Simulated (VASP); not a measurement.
# Si3Br2 (P4/mbm) in VASP: further runs, part 2 of 2

VASP 6.6.1. Earlier steps stand in the parts before.

## (4) Relaxation of cell and atoms, PBE

This run uses another cell than the first one, of 24.52 Å³/atom.

INCAR

```
SYSTEM = Si3Br2
PREC     = Accurate       ! precision mode
ENCUT    = 600            ! plane-wave cutoff, eV
EDIFF    = 1E-6           ! SCF threshold, eV
ISMEAR   = 0              ! smearing method
SIGMA    = 0.1            ! smearing width, eV
LREAL    = .False.        ! projectors in reciprocal space
LASPH    = .True.         ! aspherical terms in the spheres
NELM     = 100            ! most SCF steps
ALGO     = Normal         ! electronic algorithm
ISIF     = 3              ! what is computed and relaxed
LWAVE    = .False.        ! write WAVECAR
LCHARG   = .False.        ! write CHGCAR
GGA      = PE             ! functional
IBRION   = 2              ! ionic algorithm
NSW      = 90             ! ionic steps
EDIFFG   = -0.04          ! ionic threshold
```

KPOINTS

```
regular mesh
0
Gamma
  2 2 4
  0 0 0
```

POSCAR

```
Si3Br2
1.0
    7.8732991874      0.0000000000      0.0000000000
    0.0000000000      7.8732991874      0.0000000000
    0.0000000000      0.0000000000      3.9553980949
Si Br
6 4
Direct
    0.0000000000      0.0000000000      0.0000000000
    0.5000000000      0.5000000000      0.0000000000
    0.1800000000      0.6800000000      0.5000000000
    0.3200000000      0.1800000000      0.5000000000
    0.8200000000      0.3200000000      0.5000000000
    0.6800000000      0.8200000000      0.5000000000
    0.3800000000      0.8800000000      0.0000000000
    0.1200000000      0.3800000000      0.0000000000
    0.6200000000      0.1200000000      0.0000000000
    0.8800000000      0.6200000000      0.0000000000
```

Started as:

```sh
cat potpaw_PBE.64/Si/POTCAR potpaw_PBE.64/Br/POTCAR > POTCAR
mpirun -np 1 vasp_std > vasp.out
```

Run time: 8 min. Hardware: 1 thread of Intel Xeon 6975P-C (Granite Rapids), shared host; peak memory 0.4 GiB.

The run converged. Its results:

| Quantity | Value |
| --- | --- |
| Free energy | -30.5078 eV |
| Relaxed volume | 24.36 Å³/atom |
| Relaxed cell | a = 8.462 Å, b = 8.462 Å, c = 3.402 Å, α = 90.00°, β = 90.00°, γ = 90.00° |
| Space group after relaxing (to 0.1 Å) | P4/mbm (No. 127) |
| Energy gained by relaxing | 235.3 meV/atom |
| Ionic steps | 14 |
| Pressure after relaxing | -0.1 GPa |
| Largest force after relaxing | 0.023 eV/Å |
| Band gap on the k mesh | zero (bands 26 and 27 overlap by 0.71 eV) |

Forces on the atoms (eV/Å):
```
Si   0.000  0.000  0.000
Si   0.000  0.000  0.000
Si  -0.003 -0.003  0.000
Si   0.003 -0.003  0.000
Si   0.003  0.003  0.000
Si  -0.003  0.003  0.000
Br   0.016  0.016  0.000
Br  -0.016  0.016  0.000
Br  -0.016 -0.016  0.000
Br   0.016 -0.016  0.000
```

Stress tensor (GPa, compression positive):
```
-0.14  0.00  0.00
 0.00 -0.14  0.00
 0.00  0.00 -0.04
```

Step by step:
| step | energy change (eV) | largest force (eV/Å) | pressure (GPa) | volume (Å³) |
| --- | --- | --- | --- | --- |
| 1 | 0.0000 | 2.7559 | -1.88 | 245.19 |
| 2 | -1.6388 | 0.9656 | -1.52 | 234.74 |
| 3 | -2.0519 | 0.2134 | 0.24 | 227.04 |
| 4 | -2.0721 | 0.1426 | 0.91 | 224.91 |
| 5 | -2.1016 | 0.2180 | 0.14 | 229.68 |
| 6 | -2.1103 | 0.2776 | -0.53 | 234.21 |
| 7 | -2.1344 | 0.2680 | -0.53 | 235.11 |
| 8 | -2.1801 | 0.2403 | -0.32 | 237.69 |
| 9 | -2.1837 | 0.3012 | -0.18 | 238.64 |
| 10 | -2.2181 | 0.3068 | -0.04 | 238.61 |
| 11 | -2.2960 | 0.3144 | 0.47 | 238.54 |
| 12 | -2.2721 | 0.4043 | 1.66 | 238.34 |
| 13 | -2.3214 | 0.3122 | 0.88 | 238.47 |
| 14 | -2.3533 | 0.0232 | -0.10 | 243.62 |

Final structure:
```
Si Br
1.0
     8.46180    0.00000    0.00000
     0.00000    8.46180    0.00000
     0.00000    0.00000    3.40238
Si Br
6 4
Direct
  0.00000 0.00000 0.00000
  0.50000 0.50000 0.00000
  0.21326 0.71326 0.50000
  0.28674 0.21326 0.50000
  0.78674 0.28674 0.50000
  0.71326 0.78674 0.50000
  0.37046 0.87046 0.00000
  0.12954 0.37046 0.00000
  0.62954 0.12954 0.00000
  0.87046 0.62954 0.00000
```

Levels at points of the mesh, in eV from the Fermi level:
| k point | band 22 | band 23 | band 24 | band 25 | band 26 | band 27 | band 28 | band 29 | band 30 | band 31 |
| --- | --- | --- | --- | --- | --- | --- | --- | --- | --- | --- |
| (0.00, 0.00, 0.00) | -2.67 | -1.07 | -1.07 | -0.23 | 0.24 | 0.24 | 0.56 | 2.00 | 2.06 | 2.06 |
| (0.50, 0.00, 0.00) | -2.27 | -1.39 | -1.39 | -0.15 | -0.15 | 1.60 | 1.60 | 2.05 | 2.05 | 2.36 |
| (0.50, 0.50, 0.00) | -1.93 | -0.46 | -0.46 | 0.31 | 0.31 | 0.34 | 0.34 | 1.72 | 1.72 | 2.45 |
| (0.00, 0.00, 0.50) | -3.11 | -2.79 | -0.95 | -0.26 | 0.10 | 0.10 | 0.22 | 0.22 | 0.24 | 0.75 |
| (0.50, 0.00, 0.50) | -3.45 | -2.33 | -2.33 | 0.00 | 0.00 | 0.39 | 0.39 | 0.82 | 0.82 | 0.85 |
| (0.50, 0.50, 0.50) | -3.70 | -2.18 | -2.18 | -0.66 | -0.66 | -0.40 | -0.40 | 1.37 | 1.37 | 1.41 |

Caveat: the k points lie up to 0.46 Å⁻¹ apart in the final cell, too coarse for converged energies and pressures of a metal.

## (5) Single point, PBE

This run uses another cell than the first one, of 24.47 Å³/atom.

INCAR

```
SYSTEM = Si3Br2
  PREC = Accurate
  ENCUT = 520
  EDIFF = 1E-6
  ISMEAR = 0
  SIGMA = 0.1
  LREAL = .False.
  LASPH = .True.
  NELM = 80
  ALGO = Normal
  ISIF = 2
  LWAVE = .False.
  LCHARG = .False.
  GGA = PE
  NBANDS = 37
```

KPOINTS

```
regular mesh
0
Gamma
  4 4 12
  0 0 0
```

POSCAR

```
Si3Br2
1.0
    8.7705985830      0.0000000000      0.0000000000
    0.0000000000      8.7705985830      0.0000000000
    0.0000000000      0.0000000000      3.1806252444
Si Br
6 4
Direct
    0.0000000000      0.0000000000      0.0000000000
    0.5000000000      0.5000000000      0.0000000000
    0.2189757807      0.7189757807      0.5000000000
    0.2810242193      0.2189757807      0.5000000000
    0.7810242193      0.2810242193      0.5000000000
    0.7189757807      0.7810242193      0.5000000000
    0.3743393738      0.8743393738      0.0000000000
    0.1256606262      0.3743393738      0.0000000000
    0.6256606262      0.1256606262      0.0000000000
    0.8743393738      0.6256606262      0.0000000000
```

Potentials or basis: VASP PAW PBE potentials, release 64 (Si, Br).

Started as:

```sh
cat potpaw_PBE.64/Si/POTCAR potpaw_PBE.64/Br/POTCAR > POTCAR
mpirun -np 1 vasp_std > vasp.out
```

OUTCAR:

```text
SYSTEM = Si3Br2
   PREC = Accurate
   ENCUT = 520
   EDIFF = 1E-6
   ISMEAR = 0
   LREAL = .False.
   LASPH = .True.
   NELM = 80
   ISIF = 2
   GGA = PE

 ion  position               nearest neighbor table
   1  0.000  0.000  0.000-
   2  0.500  0.500  0.000-
   3  0.219  0.719  0.500-   7 2.50   7 2.50
   4  0.281  0.219  0.500-   8 2.50   8 2.50
   5  0.781  0.281  0.500-   9 2.50   9 2.50
   6  0.719  0.781  0.500-  10 2.50  10 2.50
   7  0.374  0.874  0.000-   3 2.50   3 2.50
   8  0.126  0.374  0.000-   4 2.50   4 2.50
   9  0.626  0.126  0.000-   5 2.50   5 2.50
  10  0.874  0.626  0.000-   6 2.50   6 2.50

  LATTYP: Found a simple tetragonal cell.
 ALAT       =     8.7705985830
 C/A-ratio  =     0.3626463136

  Lattice vectors:

 A1 = (   8.7705985830,   0.0000000000,   0.0000000000)
 A2 = (   0.0000000000,   8.7705985830,   0.0000000000)
 A3 = (   0.0000000000,   0.0000000000,   3.1806252444)

Analysis of symmetry for initial positions (statically):
=====================================================================
 Subroutine PRICEL returns:
 Original cell was already a primitive cell.

 Routine SETGRP: Setting up the symmetry group for a
 simple tetragonal supercell.

 Subroutine GETGRP returns: Found 16 space group operations
 (whereof  8 operations were pure point group operations)
 out of a pool of 16 trial point group operations.

The static configuration has the point symmetry C_4h.
 The point group associated with its full space group is D_4h.

Analysis of symmetry for dynamics (positions and initial velocities):
=====================================================================
 Subroutine PRICEL returns:
 Original cell was already a primitive cell.

 Routine SETGRP: Setting up the symmetry group for a
 simple tetragonal supercell.

 Subroutine GETGRP returns: Found 16 space group operations
 (whereof  8 operations were pure point group operations)
 out of a pool of 16 trial point group operations.

The dynamic configuration has the point symmetry C_4h.
 The point group associated with its full space group is D_4h.

 Subroutine INISYM returns: Found 16 space group operations
 (whereof  8 operations are pure point group operations),
 and found     1 'primitive' translations

----------------------------------------------------------------------------------------

                                     Primitive cell

  volume of cell :     244.6645

  direct lattice vectors                    reciprocal lattice vectors
     8.770598583  0.000000000  0.000000000     0.114017303  0.000000000  0.000000000
     0.000000000  8.770598583  0.000000000     0.000000000  0.114017303  0.000000000
     0.000000000  0.000000000  3.180625244     0.000000000  0.000000000  0.314403591

  length of vectors
     8.770598583  8.770598583  3.180625244     0.114017303  0.114017303  0.314403591

  position of ions in fractional coordinates (direct lattice)
     0.000000000  0.000000000  0.000000000
     0.500000000  0.500000000  0.000000000
     0.218975781  0.718975781  0.500000000
     0.281024219  0.218975781  0.500000000
     0.781024219  0.281024219  0.500000000
[... 47 lines left out ...]
  0.000000  0.000000  0.000000      1.000000
  0.250000  0.000000  0.000000      4.000000
  0.500000  0.000000  0.000000      2.000000
  0.250000  0.250000  0.000000      4.000000
  0.500000  0.250000  0.000000      4.000000
  0.500000  0.500000  0.000000      1.000000
[... 16 lines left out ...]
  0.500000  0.250000  0.250000      8.000000
  0.500000  0.500000  0.250000      2.000000
 [... further k-points ...]
   k-points           NKPTS =     42   k-points in BZ     NKDIM =     42   number of bands    NBANDS=     37
   number of dos      NEDOS =    301   number of ions     NIONS =     10
   total plane-waves  NPLWV = 117600
   dimension x,y,z NGX =    70 NGY =   70 NGZ =   24
   dimension x,y,z NGXF=   140 NGYF=  140 NGZF=   48
   ions per type =               6   4
   NGX,Y,Z   is equivalent  to a cutoff of  13.27, 13.27, 12.54 a.u.
   NGXF,Y,Z  is equivalent  to a cutoff of  26.54, 26.54, 25.09 a.u.
 SYSTEM =  Si3Br2
   PREC   = accura    normal or accurate (medium, high low for compatibility)
   ISTART =      0    job   : 0-new  1-cont  2-samecut
   ICHARG =      2    charge: 1-file 2-atom 10-const
   ISPIN  =      1    spin polarized calculation?
   LNONCOLLINEAR =      F non collinear calculations
   LSORBIT =      F    spin-orbit coupling
   LASPH  =      T    aspherical Exc in radial PAW
   ENCUT  =  520.0 eV  38.22 Ry    6.18 a.u.  16.31 16.31  5.91*2*pi/ulx,y,z
   NELM   =     80;   NELMIN=  2; NELMDL= -5     # of ELM steps
   EDIFF  = 0.1E-05   stopping-criterion for ELM
   LREAL  =      F    real-space projection
   EDIFFG = 0.1E-04   stopping-criterion for IOM
   NSW    =      0    number of steps for IOM
   IBRION =     -1    ionic relax: 0-MD 1-quasi-New 2-CG
   NFREE  =      0    steps in history (QN), initial steepest desc. (CG)
   ISIF   =      2    stress and relaxation
   ISYM   =      2    0-nonsym 1-usesym 2-fastsym
   POTIM  = 0.5000    time-step for ionic-motion
   TEBEG  =    0.0;   TEEND  =   0.0 temperature during run
   PSTRESS=    0.0 pullay stress
   NELECT =      52.0000    total number of electrons
   NUPDOWN=      -1.0000    fix difference up-down
   EMIN   =  10.00;   EMAX   =-10.00  energy-range for DOS
   EFERMI =   0.00;   METHOD = LEGACY
   ISMEAR =     0;   SIGMA  =   0.10  broadening in eV -4-tet -1-fermi 0-gaus
   EFERMI_NEDOS =   21; number of points for ismear=-14 and -15
   IALGO  =     38    algorithm
   IMIX   =      4    mixing-type and parameters
     AMIX     =   0.40;   BMIX     =  1.00
     AMIX_MAG =   1.60;   BMIX_MAG =  1.00
  volume/ion in A,a.u.               =      24.47       165.11
  Fermi-wavevector in a.u.,A,eV,Ry     =   0.976980  1.846224 12.986621  0.954490
  Thomas-Fermi vector in A             =   2.107641
   LORBIT       =      0    0 simple, 1 ext, 2 COOP (PROOUT), +10 PAW based schemes
   GGA     = PE    functional components
   LHFCALC =     F    Hartree Fock is set to
   AEXX    =    0.0000 exact exchange contribution
   IVDW    =     0    specifies the selected vdW correction
   LEPSILON=     F    determine dielectric tensor
   LRPA    =     F    only Hartree local field effects (RPA)
 non-spin polarized calculation
 Gauss-broadening in eV      SIGMA  =   0.10
  energy-cutoff  :      520.00
  volume of cell :      244.66
 maximum number of plane-waves:      6640
 NGX is ok and might be reduce to    70
   NGX = 33   NGY = 33   NGZ = 11

 number of electron      52.0000005 magnetization

 Free energy of the ion-electron system (eV)
  ---------------------------------------------------
  ext. energy  EPLUGINS =         0.00000000
  ---------------------------------------------------
  free energy    TOTEN  =       -30.86330927 eV

  energy without entropy =      -30.83320988  energy(sigma->0) =      -30.84825958

 E-fermi :   4.6072     XC(G=0):  -9.2276

 val. band max:        4.5999354443   @ k =   0.2500   0.2500   0.3333
 cond. band min:       4.6101477827   @ k =   0.5000   0.5000   0.2500
 fundamental gap:      0.0102123384
 Fermi energy:         4.6071624677

 k-point     1 :       0.0000    0.0000    0.0000
  band No.  band energies     occupation
      1     -12.7265      2.00000
      2     -12.5948      2.00000
      3     -12.3192      2.00000
      4     -12.3192      2.00000
      5      -4.7171      2.00000
      6      -4.3206      2.00000
[... 949 lines left out ...]
     36       7.5036      0.00000
     37       7.8871      0.00000

 [... further k-points ...]
[... 5 lines left out ...]
  --------------------------------------------------------------------------------------
  -------------------------------------------------------------------------------------
  Total       -0.0316661     -0.0316661      0.0235105      0.0000000      0.0000000     -0.0000000
  in kB       -0.2073644     -0.2073644      0.1539580      0.0000000      0.0000000     -0.0000000
  external PRESSURE =      -0.0869236 kB  Pullay stress =       0.0000000 kB

 VOLUME and BASIS-vectors are now :
 -----------------------------------------------------------------------------
  energy-cutoff  :      520.00
  volume of cell :      244.66
      direct lattice vectors                 reciprocal lattice vectors
     8.770598583  0.000000000  0.000000000     0.114017303  0.000000000  0.000000000
     0.000000000  8.770598583  0.000000000     0.000000000  0.114017303  0.000000000
     0.000000000  0.000000000  3.180625244     0.000000000  0.000000000  0.314403591

 POSITION                                       TOTAL-FORCE (eV/Angst)
 -----------------------------------------------------------------------------------
      0.00000      0.00000      0.00000         0.000000      0.000000      0.000000
      4.38530      4.38530      0.00000         0.000000      0.000000      0.000000
      1.92055      6.30585      1.59031         0.004010      0.004010      0.000000
      2.46475      1.92055      1.59031        -0.004010      0.004010      0.000000
      6.85005      2.46475      1.59031        -0.004010     -0.004010      0.000000
      6.30585      6.85005      1.59031         0.004010     -0.004010     -0.000000
      3.28318      7.66848      0.00000        -0.003852     -0.003852      0.000000
      1.10212      3.28318      0.00000         0.003852     -0.003852      0.000000
      5.48742      1.10212      0.00000         0.003852      0.003852     -0.000000
      7.66848      5.48742      0.00000        -0.003852      0.003852     -0.000000
 -----------------------------------------------------------------------------------
    total drift:                                0.000000      0.000000      0.000000

  FREE ENERGIE OF THE ION-ELECTRON SYSTEM (eV)
  ---------------------------------------------------
  free  energy   TOTEN  =       -30.8633092749 eV

  energy  without entropy=      -30.8332098779  energy(sigma->0) =      -30.84825958
```

Run time: 2.9 min. Hardware: 1 thread of Intel Xeon 6975P-C (Granite Rapids), shared host; peak memory 0.49 GiB.

What came out:

```yaml
Free_energy: -30.8633 eV
Pressure: 0.0 GPa
Largest_force: 0.006 eV/Å
Band_gap_on_the_k_mesh: zero (bands 26 and 27 overlap by 0.49 eV)
```

Forces in eV/Å, atoms in the order of the input:
```
Si   0.000  0.000  0.000
Si   0.000  0.000  0.000
Si   0.004  0.004  0.000
Si  -0.004  0.004  0.000
Si  -0.004 -0.004  0.000
Si   0.004 -0.004  0.000
Br  -0.004 -0.004  0.000
Br   0.004 -0.004  0.000
Br   0.004  0.004  0.000
Br  -0.004  0.004  0.000
```

## (6) Summary

```csv
task,cell,k mesh,cutoff (eV),gap on the mesh (eV),pressure (GPa),relaxed volume (Å³/atom),largest force (eV/Å)
relaxation of cell and atoms,"relaxed from a = 8.424, b = 8.424, c = 3.404 Å, 10 atoms, atomic positions A",2 × 2 × 6,600,none,-0.1,24.35,0.03
relaxation of cell and atoms,"relaxed from a = 7.499, b = 7.499, c = 3.959 Å, 10 atoms, atomic positions B",2 × 2 × 4,600,none,0.1,24.21,0.03
relaxation of cell and atoms,"relaxed from a = 7.873, b = 7.873, c = 3.955 Å, 10 atoms, atomic positions C",2 × 2 × 4,600,none,-0.1,24.36,0.02
single point,"a = 8.771, b = 8.771, c = 3.181 Å, 10 atoms, atomic positions D",4 × 4 × 12,520,none,0.0,-,0.01
```

Alike in all rows: level PBE; potentials or basis VASP PAW PBE potentials, release 64 (Si, Br); no spin polarisation; smearing gaussian 0.1 eV.

Caveats: some runs use coarse meshes.

Total energies depend on the potentials used, so only differences within one code and one set of settings carry meaning.

The gap in the log of VASP goes by the Fermi energy; the results here count the filled bands.